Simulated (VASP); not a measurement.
A run of VASP 6.6.1 is set up as follows.

The input INCAR:

```
  ALGO = Normal
  EDIFF = 1E-6
  ENCUT = 520
  GGA = PS
  ISIF = 2
  ISMEAR = -1
  LASPH = True
  LCHARG = False
  LREAL = False
  LWAVE = False
  NBANDS = 8
  NELM = 60
  PREC = Accurate
  SIGMA = 0.1
```

Contents of KPOINTS:

```
k-points
0
Gamma
  20 20 20
```

Contents of POSCAR:

```
Si
1.0
   -1.2808068557      1.2808068557      1.2808068557
    1.2808068557     -1.2808068557      1.2808068557
    1.2808068557      1.2808068557     -1.2808068557
Si
1
Direct
    0.0000000000      0.0000000000      0.0000000000
```

Potentials or basis: VASP PAW PBE potentials, release 64 (Si).

Launch:

```bash
$ cat potpaw_PBE.64/Si/POTCAR > POTCAR
$ mpirun -np 1 vasp_std > vasp.out
```

(1) Estimate the pressure.

(2) What does it give for the band gap on the k mesh?

## Answers

(1) 160.7 GPa.

(2) zero (band 2 reaches 34.21 eV, above the bottom of band 3 at 13.41 eV).

Caveat: the PAW data sets were made with another functional, which shifts forces and pressure a little.
